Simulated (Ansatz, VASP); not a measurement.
**One calculation of ScAl3N4, two programs**

```
Sc Al N
1.0
     4.52973    0.00000    0.00000
     0.00000    4.52973    0.00000
     0.00000    0.00000    4.52973
Sc Al N
1 3 4
Direct
  0.00000 0.00000 0.00000
  0.50000 0.50000 0.00000
  0.50000 0.00000 0.50000
  0.00000 0.50000 0.50000
  0.73731 0.73731 0.26269
  0.73731 0.26269 0.73731
  0.26269 0.73731 0.73731
  0.26269 0.26269 0.26269
```

Alike in both runs: functional PBE; k mesh 4 × 4 × 4; occupations gaussian, width 0.1 eV; no spin polarisation.

Ansatz relaxed the structure, and its values are those at the end. VASP's run is a single point on that final structure, the one shown.

|  | VASP | Ansatz |
| --- | --- | --- |
| version | VASP 6.6.1 | Ansatz 0.2.0 |
| potentials or method | VASP PAW PBE potentials, release 64 (Sc_sv, Al, N), cutoff 520 eV | scalar-relativistic, plane waves, PAW |
| valence electrons in the cell | 40 | 40 |

|  | VASP | Ansatz | Ansatz less VASP |
| --- | --- | --- | --- |
| gap on the k mesh at the Fermi level (eV) | 3.26 | 3.26 | +0.007 |
| least direct gap on the mesh (eV) | 3.68 | 3.68 | +0.004 |
| pressure (GPa) | 0.0 | -0.1 | -0.07 |
| rms of the force components (eV/Å) | 0.028 | 0.002 | -0.0259 |
